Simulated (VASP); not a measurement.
# BN (P2_1) in VASP: a series of runs

BN is run at these levels: r2SCAN; tasks: single point.

Everything below comes from runs of VASP 6.6.1. Logs are shortened: lines on timing, memory, paths and dates and some standing lists are left out, and cuts for length are marked.

### 1 The cell of the first run

The structure is monoclinic, space group P2_1 (No. 4). Conventional cell: a = 2.532 Å, b = 4.227 Å, c = 2.554 Å, α = 90.00°, β = 119.14°, γ = 90.00°. Within 2.1 Å of B (site symmetry 1) lie 4 N at 1.56 to 1.58 Å. N (site symmetry 1) has 4 B at 1.56 to 1.58 Å within 2.1 Å.

### 2 Single point, r2SCAN (strain -0.0200 x Voigt [0, 0, 0, 0, 0, 1])

File POSCAR:

```
BN
1.0
    2.5539396017     -0.0255393960      0.0000000000
   -1.2990875666      2.2245462728      0.0000000000
    0.0000000000      0.0000000000      4.2268550000
B N
2 2
Direct
    0.6666666667      0.3333333333      0.9997240000
    0.3333333333      0.6666666667      0.4997240000
    0.6666666667      0.3333333333      0.6252760000
    0.3333333333      0.6666666667      0.1252760000
```

File INCAR.step1:

```
SYSTEM = BN
ALGO = Normal
EDIFF = 1E-4
ENCUT = 520
GGA = PE
ISMEAR = 0
LASPH = .TRUE.
LCHARG = .FALSE.
LREAL = .FALSE.
LWAVE = .TRUE.
NBANDS = 16
NELM = 60
PREC = Accurate
SIGMA = 0.05
```

File INCAR.step2:

```
SYSTEM = BN
ALGO = Normal
EDIFF = 1E-6
ENCUT = 520
ISIF = 2
ISMEAR = 0
ISTART = 1
LASPH = .TRUE.
LCHARG = .TRUE.
LELF = .TRUE.
LMIXTAU = .TRUE.
LREAL = .FALSE.
LVHAR = .TRUE.
LWAVE = .FALSE.
METAGGA = R2SCAN
NBANDS = 16
NELM = 60
PREC = Accurate
SIGMA = 0.05
```

File KPOINTS:

```
k-points
0
G
  12 12 6
  0 0 0
```

Potentials or basis: VASP PAW PBE potentials, release 64 (B, N).

Run with:

```console
$ cat potpaw_PBE.64/B/POTCAR potpaw_PBE.64/N/POTCAR > POTCAR
$ cp INCAR.step1 INCAR
$ mpirun -np 1 vasp_std > vasp.out
$ cp INCAR.step2 INCAR
$ mpirun -np 1 vasp_std > vasp.out
```

OUTCAR:

```text
SYSTEM = BN
   EDIFF = 1E-6
   ENCUT = 520
   ISIF = 2
   ISMEAR = 0
   ISTART = 1
   LASPH = .TRUE.
   LREAL = .FALSE.
   METAGGA = R2SCAN
   NELM = 60
   PREC = Accurate

 ion  position               nearest neighbor table
   1  0.667  0.333  1.000-   4 1.56   4 1.57   4 1.58   3 1.58
   2  0.333  0.667  0.500-   3 1.56   3 1.57   3 1.58   4 1.58
   3  0.667  0.333  0.625-   2 1.56   2 1.57   2 1.58   1 1.58
   4  0.333  0.667  0.125-   1 1.56   1 1.57   1 1.58   2 1.58

  LATTYP: Found a simple monoclinic cell.
 ALAT       =     2.5318540389
 B/A-ratio  =     1.6694702519
 C/A-ratio  =     1.0087735139
 COS(beta)  =    -0.4869160342

  Lattice vectors:

 A1 = (   1.2548520351,   2.1990068768,   0.0000000000)
 A2 = (   0.0000000000,   0.0000000000,  -4.2268550000)
 A3 = (  -2.5539396017,   0.0255393960,   0.0000000000)

Analysis of symmetry for initial positions (statically):
=====================================================================
 Subroutine PRICEL returns:
 Original cell was already a primitive cell.

 Routine SETGRP: Setting up the symmetry group for a
 simple monoclinic supercell.

 Subroutine GETGRP returns: Found  2 space group operations
 (whereof  1 operations were pure point group operations)
 out of a pool of  4 trial point group operations.

The static configuration has the point symmetry C_1 .
 The point group associated with its full space group is C_2 .

Analysis of symmetry for dynamics (positions and initial velocities):
=====================================================================
 Subroutine PRICEL returns:
 Original cell was already a primitive cell.

 Routine SETGRP: Setting up the symmetry group for a
 simple monoclinic supercell.

 Subroutine GETGRP returns: Found  2 space group operations
 (whereof  1 operations were pure point group operations)
 out of a pool of  4 trial point group operations.

The dynamic configuration has the point symmetry C_1 .
 The point group associated with its full space group is C_2 .

 Subroutine INISYM returns: Found  2 space group operations
 (whereof  1 operations are pure point group operations),
 and found     1 'primitive' translations

----------------------------------------------------------------------------------------

                                     Primitive cell

  volume of cell :      23.8740

  direct lattice vectors                    reciprocal lattice vectors
     2.553939602 -0.025539396  0.000000000     0.393851949  0.230001136  0.000000000
    -1.299087567  2.224546273  0.000000000     0.004521705  0.452170450  0.000000000
     0.000000000  0.000000000  4.226855000     0.000000000  0.000000000  0.236582518

  length of vectors
     2.554067295  2.576089017  4.226855000     0.456091965  0.452193058  0.236582518

  position of ions in fractional coordinates (direct lattice)
     0.666666667  0.333333333  0.999724000
     0.333333333  0.666666667  0.499724000
     0.666666667  0.333333333  0.625276000
     0.333333333  0.666666667  0.125276000

  ion indices of the primitive-cell ions
   primitive index   ion index
                 1           1
                 2           2
                 3           3
                 4           4

----------------------------------------------------------------------------------------

 KPOINTS: k-points

Automatic generation of k-mesh.
 Grid dimensions read from file:
 generate k-points for:   12   12    6

 Generating k-lattice:

  Cartesian coordinates                     Fractional coordinates (reciprocal lattice)
     0.032820996  0.019166761  0.000000000     0.083333333  0.000000000  0.000000000
     0.000376809  0.037680871  0.000000000     0.000000000  0.083333333  0.000000000
     0.000000000  0.000000000  0.039430420     0.000000000  0.000000000  0.166666667

  Length of vectors
     0.038007664  0.037682755  0.039430420

  Shift w.r.t. Gamma in fractional coordinates (k-lattice)
     0.000000000  0.000000000  0.000000000

 Subroutine IBZKPT returns following result:
 ===========================================

 Found    296 irreducible k-points:

 Following reciprocal coordinates:
            Coordinates               Weight
  0.000000  0.000000  0.000000      1.000000
  0.083333  0.000000  0.000000      2.000000
  0.166667  0.000000  0.000000      2.000000
  0.250000  0.000000  0.000000      2.000000
  0.333333  0.000000  0.000000      2.000000
  0.416667  0.000000  0.000000      2.000000
[... 16 lines left out ...]
  0.250000  0.166667  0.000000      2.000000
  0.333333  0.166667  0.000000      2.000000
 [... further k-points ...]
   k-points           NKPTS =    296   k-points in BZ     NKDIM =    296   number of bands    NBANDS=     16
   number of dos      NEDOS =    301   number of ions     NIONS =      4
   total plane-waves  NPLWV =  12800
   dimension x,y,z NGX =    20 NGY =   20 NGZ =   32
   dimension x,y,z NGXF=    40 NGYF=   40 NGZF=   64
   ions per type =               2   2
   NGX,Y,Z   is equivalent  to a cutoff of  13.02, 12.91, 12.59 a.u.
   NGXF,Y,Z  is equivalent  to a cutoff of  26.04, 25.81, 25.17 a.u.
 SYSTEM =  BN
   PREC   = accura    normal or accurate (medium, high low for compatibility)
   ISTART =      1    job   : 0-new  1-cont  2-samecut
   ICHARG =      0    charge: 1-file 2-atom 10-const
   ISPIN  =      1    spin polarized calculation?
   LNONCOLLINEAR =      F non collinear calculations
   LSORBIT =      F    spin-orbit coupling
   LASPH  =      T    aspherical Exc in radial PAW
   ENCUT  =  520.0 eV  38.22 Ry    6.18 a.u.   4.75  4.79  7.86*2*pi/ulx,y,z
   NELM   =     60;   NELMIN=  2; NELMDL=  0     # of ELM steps
   EDIFF  = 0.1E-05   stopping-criterion for ELM
   LREAL  =      F    real-space projection
   EDIFFG = 0.1E-04   stopping-criterion for IOM
   NSW    =      0    number of steps for IOM
   IBRION =     -1    ionic relax: 0-MD 1-quasi-New 2-CG
   NFREE  =      0    steps in history (QN), initial steepest desc. (CG)
   ISIF   =      2    stress and relaxation
   ISYM   =      2    0-nonsym 1-usesym 2-fastsym
   POTIM  = 0.5000    time-step for ionic-motion
   TEBEG  =    0.0;   TEEND  =   0.0 temperature during run
   PSTRESS=    0.0 pullay stress
   NELECT =      16.0000    total number of electrons
   NUPDOWN=      -1.0000    fix difference up-down
   EMIN   =  10.00;   EMAX   =-10.00  energy-range for DOS
   EFERMI =   0.00;   METHOD = LEGACY
   ISMEAR =     0;   SIGMA  =   0.05  broadening in eV -4-tet -1-fermi 0-gaus
   EFERMI_NEDOS =   21; number of points for ismear=-14 and -15
   IALGO  =     38    algorithm
   IMIX   =      4    mixing-type and parameters
     AMIX     =   0.40;   BMIX     =  1.00
     AMIX_MAG =   1.60;   BMIX_MAG =  1.00
  volume/ion in A,a.u.               =       5.97        40.28
  Fermi-wavevector in a.u.,A,eV,Ry     =   1.432648  2.707313 27.925698  2.052481
  Thomas-Fermi vector in A             =   2.552253
   LORBIT       =      0    0 simple, 1 ext, 2 COOP (PROOUT), +10 PAW based schemes
   METAGGA = R2SCAN    functional components
   LHFCALC =     F    Hartree Fock is set to
   AEXX    =    0.0000 exact exchange contribution
   IVDW    =     0    specifies the selected vdW correction
   LEPSILON=     F    determine dielectric tensor
   LRPA    =     F    only Hartree local field effects (RPA)
 non-spin polarized calculation
 Gauss-broadening in eV      SIGMA  =   0.05
  energy-cutoff  :      520.00
  volume of cell :       23.87
 maximum number of plane-waves:       660
   NGX =  9   NGY =  9   NGZ = 15

 number of electron      16.0000000 magnetization

 Free energy of the ion-electron system (eV)
  ---------------------------------------------------
  ext. energy  EPLUGINS =         0.00000000
  ---------------------------------------------------
  free energy    TOTEN  =       -38.25204554 eV

  energy without entropy =      -38.25204554  energy(sigma->0) =      -38.25204554

 E-fermi :   7.5782     XC(G=0): -13.5806

 val. band max:        7.3386107931   @ k =   0.0000   0.0000   0.0000
 cond. band min:      13.0006064023   @ k =   0.3333   0.3333   0.0000
 fundamental gap:      5.6619956092
 Fermi energy:         7.5781507342

 k-point     1 :       0.0000    0.0000    0.0000
  band No.  band energies     occupation
      1     -14.0745      2.00000
      2      -9.8988      2.00000
      3      -3.9420      2.00000
      4       5.0284      2.00000
      5       5.1655      2.00000
      6       7.0010      2.00000
[... 8 lines left out ...]
     15      20.1856      0.00000
     16      24.5494      0.00000

 k-point     2 :       0.0833    0.0000    0.0000
  band No.  band energies     occupation
      1     -13.9162      2.00000
      2      -9.7774      2.00000
      3      -3.7848      2.00000
      4       4.4476      2.00000
      5       4.7366      2.00000
      6       6.7255      2.00000
[... 8 lines left out ...]
     15      20.3406      0.00000
     16      24.2978      0.00000

 k-point     3 :       0.1667    0.0000    0.0000
  band No.  band energies     occupation
      1     -13.4465      2.00000
      2      -9.4300      2.00000
      3      -3.3195      2.00000
      4       2.7476      2.00000
      5       4.0161      2.00000
      6       5.2503      2.00000
[... 8 lines left out ...]
     15      21.5870      0.00000
     16      23.6124      0.00000

 k-point     4 :       0.2500    0.0000    0.0000
  band No.  band energies     occupation
      1     -12.6848      2.00000
      2      -8.9227      2.00000
      3      -2.5687      2.00000
      4       0.7133      2.00000
      5       3.2168      2.00000
      6       3.4021      2.00000
[... 8 lines left out ...]
     15      23.1630      0.00000
     16      23.8706      0.00000
[... 324 lines left out ...]
 k-point    22 :       0.1667    0.1667    0.0000
  band No.  band energies     occupation
      1     -12.2425      2.00000
      2      -8.6641      2.00000
      3      -2.1310      2.00000
      4       0.4003      2.00000
      5       1.4431      2.00000
      6       3.4501      2.00000
[... 8 lines left out ...]
     15      23.7386      0.00000
     16      24.1341      0.00000

 k-point    23 :       0.2500    0.1667    0.0000
  band No.  band energies     occupation
      1     -11.2598      2.00000
      2      -8.2498      2.00000
      3      -1.1718      2.00000
      4      -0.8632      2.00000
      5       0.2488      2.00000
      6       2.2039      2.00000
[... 8 lines left out ...]
     15      23.5273      0.00000
     16      24.5491      0.00000

 k-point    24 :       0.3333    0.1667    0.0000
  band No.  band energies     occupation
      1     -10.1709      2.00000
      2      -8.1899      2.00000
      3      -1.8885      2.00000
      4      -0.4438      2.00000
      5       0.0422      2.00000
      6       1.0310      2.00000
[... 8 lines left out ...]
     15      24.2315      0.00000
     16      24.8173      0.00000

 [... further k-points ...]

------------------------ aborting loop because EDIFF is reached ----------------------------------------

  FORCE on cell =-STRESS in cart. coord.  units (eV):
  Direction    XX          YY          ZZ          XY          YZ          ZX
  --------------------------------------------------------------------------------------
  -------------------------------------------------------------------------------------
  Total       -0.4925258     -0.4749979     -0.6144699      1.2549220      0.0000000      0.0000000
  in kB      -33.0532204    -31.8769299    -41.2368396     84.2173408      0.0000000      0.0000000
  external PRESSURE =     -35.3889966 kB  Pullay stress =       0.0000000 kB

 VOLUME and BASIS-vectors are now :
 -----------------------------------------------------------------------------
  energy-cutoff  :      520.00
  volume of cell :       23.87
      direct lattice vectors                 reciprocal lattice vectors
     2.553939602 -0.025539396  0.000000000     0.393851949  0.230001136  0.000000000
    -1.299087567  2.224546273  0.000000000     0.004521705  0.452170450  0.000000000
     0.000000000  0.000000000  4.226855000     0.000000000  0.000000000  0.236582518

 POSITION                                       TOTAL-FORCE (eV/Angst)
 -----------------------------------------------------------------------------------
      1.26960      0.72449      4.22569        -0.024096     -0.007599      0.017312
     -0.01475      1.47452      2.11226         0.024096      0.007599      0.017312
      1.26960      0.72449      2.64295        -0.076509     -0.007853     -0.017312
     -0.01475      1.47452      0.52952         0.076509      0.007853     -0.017312
 -----------------------------------------------------------------------------------
    total drift:                                0.000000     -0.000000      0.002275

  FREE ENERGIE OF THE ION-ELECTRON SYSTEM (eV)
  ---------------------------------------------------
  free  energy   TOTEN  =       -38.2520455427 eV

  energy  without entropy=      -38.2520455427  energy(sigma->0) =      -38.25204554
```

It took 5 min on 1 thread of AMD EPYC 7R43 (Zen 3), shared host; peak memory 0.17 GiB.

What came out:

* Free energy: -38.2520 eV
* Pressure: -3.5 GPa
* Largest force: 0.079 eV/Å
* Band gap on the k mesh: 5.66 eV (least direct gap 8.74 eV)

Forces in eV/Å, atoms in the order of the input:
```
B   -0.024 -0.008  0.017
B    0.024  0.008  0.017
N   -0.077 -0.008 -0.017
N    0.077  0.008 -0.017
```

Caveat: the cell differs from its parent crystal (strain -0.0200 x Voigt [0, 0, 0, 0, 0, 1]); the cell stands under tension; the PAW data sets were made with another functional, which shifts forces and pressure a little. A k mesh can miss the band edges.

### 3 Single point, r2SCAN (strain +0.0150 x Voigt [0, 0, 0, 0, 0, 1])

POSCAR, as its differences from that of step 2:

```diff
@@ -2,4 +2,4 @@
 1.0
-    2.5539396017     -0.0255393960      0.0000000000
-   -1.2990875666      2.2245462728      0.0000000000
+    2.5539396017      0.0191545470      0.0000000000
+   -1.2603814766      2.2021993013      0.0000000000
     0.0000000000      0.0000000000      4.2268550000
```

File INCAR.step1:

```
  PREC = Accurate
  ENCUT = 520
  ISMEAR = 0
  SIGMA = 0.05
  LREAL = F
  LASPH = T
  NELM = 60
  NBANDS = 16
  GGA = PE
  ALGO = Normal
  EDIFF = 1E-4
  LWAVE = T
  LCHARG = F
```

File INCAR.step2:

```
  PREC = Accurate
  ENCUT = 520
  EDIFF = 1E-7
  ISMEAR = 0
  SIGMA = 0.05
  LREAL = F
  LASPH = T
  NELM = 60
  ALGO = Normal
  ISIF = 2
  LWAVE = F
  LCHARG = T
  METAGGA = R2SCAN
  LMIXTAU = T
  LELF = T
  LVHAR = T
  NBANDS = 16
  ISTART = 1
```

File KPOINTS:

```
regular mesh
0
Gamma
  12 12 6
```

Potentials or basis: VASP PAW PBE potentials, release 64 (B, N).

Run with:

```console
$ cat potpaw_PBE.64/B/POTCAR potpaw_PBE.64/N/POTCAR > POTCAR
$ cp INCAR.step1 INCAR
$ mpirun -np 1 vasp_std > vasp.out
$ cp INCAR.step2 INCAR
$ mpirun -np 1 vasp_std > vasp.out
```

Wall time 5.4 min (1 thread of AMD EPYC 7R43 (Zen 3), shared host); peak memory 0.17 GiB.

Results (log left out):

```
Free energy            : -38.2575 eV
Pressure               : -3.6 GPa
Largest force          : 0.061 eV/Å
Band gap on the k mesh : 5.68 eV (least direct gap 8.82 eV)
```

Forces in eV/Å, atoms in the order of the input:
```
B    0.018 -0.004  0.019
B   -0.018  0.004  0.019
N    0.057 -0.004 -0.019
N   -0.057  0.004 -0.019
```

Stress tensor (GPa, compression positive):
```
-3.37 -6.32  0.00
-6.32 -3.30  0.00
 0.00  0.00 -4.12
```

Levels at points of the mesh, in eV from the valence-band top:
| k point | band 6 | band 7 | band 8 | band 9 | band 10 | band 11 |
| --- | --- | --- | --- | --- | --- | --- |
| (0.00, 0.00, 0.00) | -0.32 | -0.09 | 0.00 | 8.82 | 9.07 | 9.17 |
| (0.50, 0.00, 0.00) | -5.03 | -4.52 | -2.10 | 7.46 | 8.54 | 11.39 |
| (0.00, 0.50, 0.00) | -5.18 | -4.52 | -2.22 | 7.21 | 8.51 | 11.25 |
| (0.50, 0.50, 0.00) | -5.32 | -4.52 | -2.34 | 6.96 | 8.47 | 11.12 |
| (0.00, 0.00, 0.50) | -1.30 | -1.20 | -1.20 | 9.98 | 9.98 | 10.49 |
| (0.50, 0.00, 0.50) | -3.81 | -3.75 | -3.75 | 7.20 | 7.20 | 10.66 |
| (0.00, 0.50, 0.50) | -3.93 | -3.72 | -3.72 | 7.10 | 7.10 | 10.58 |
| (0.50, 0.50, 0.50) | -4.05 | -3.71 | -3.71 | 6.99 | 6.99 | 10.52 |

Caveat: the cell differs from its parent crystal (strain +0.0150 x Voigt [0, 0, 0, 0, 0, 1]); the cell stands under tension; the PAW data sets were made with another functional, which shifts forces and pressure a little. A k mesh can miss the band edges.
